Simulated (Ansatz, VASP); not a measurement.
# AlNi in VASP and in Ansatz

INCAR

```
PREC     = Accurate       # precision mode
ENCUT    = 520            # plane-wave cutoff, eV
EDIFF    = 1E-6           # SCF threshold, eV
ISMEAR   = 0              # smearing method
SIGMA    = 0.15           # smearing width, eV
LREAL    = False          # projectors in reciprocal space
LASPH    = True           # aspherical terms in the spheres
NELM     = 60             # most SCF steps
ALGO     = Fast           # electronic algorithm
ISIF     = 2              # what is computed and relaxed
LWAVE    = False          # write WAVECAR
LCHARG   = False          # write CHGCAR
GGA      = PS             # functional
NBANDS   = 14             # bands
```

Contents of KPOINTS:

```
Automatic mesh
0
Gamma
  18 18 16
```

File POSCAR:

```
AlNi
1.0
    1.9290005300     -1.9531901500      0.0000000000
    1.9290005300      1.9531901500      0.0000000000
    0.0000000000      0.0000000000      3.0994300413
Al Ni
1 1
Direct
    0.0000000000      0.0000000000      0.0000000000
    0.5000000000      0.5000000000      0.5000000000
```

Input for Ansatz:

```yaml
crystal:
  lattice:
    - [1.92900053, -1.95319015, 0.0]
    - [1.92900053, 1.95319015, 0.0]
    - [0.0, 0.0, 3.0994300413]
  atoms:
    - { symbol: Al, position: [0.0, 0.0, 0.0] }
    - { symbol: Ni, position: [0.5, 0.5, 0.5] }
basis:
  ecutwfc: 420
kpoints:
  mp_grid: { grid: [18, 18, 16] }
hamiltonian:
  xc: pbesol
scf:
  occupations: { method: gaussian, width: 0.15 }
output:
  forces: true
  stress: true
  eigenvalues: true
```

Change from the starting cell: strain -0.0050 x Voigt [1, 0, 0, 0, 0, 0], atoms carried along.

Alike in both runs: task single point; functional PBEsol; k mesh 18 × 18 × 16; occupations gaussian, width 0.15 eV; no spin polarisation.

|  | VASP | Ansatz |
| --- | --- | --- |
| version | VASP 6.6.1 | Ansatz 0.2.0 |
| potentials or method | VASP PAW PBE potentials, release 64 (Al, Ni), cutoff 520 eV | scalar-relativistic, plane waves, PAW |
| valence electrons in the cell | 13 | 21 |

```tsv
	VASP	Ansatz	Ansatz less VASP
gap on the k mesh at the Fermi level (eV)	none	none	-
pressure (GPa)	1.7	1.3	-0.40
traceless stress, the component that is largest in VASP (GPa)	-4.49	-4.34	+0.143
```

VASP's potentials were made for PBE, not for PBEsol. A gap of «none» marks a metal or a gap that the smearing closes. VASP's potentials hold 13 valence electrons a cell and Ansatz's 21, so a difference there can come from the potentials and not from the codes.
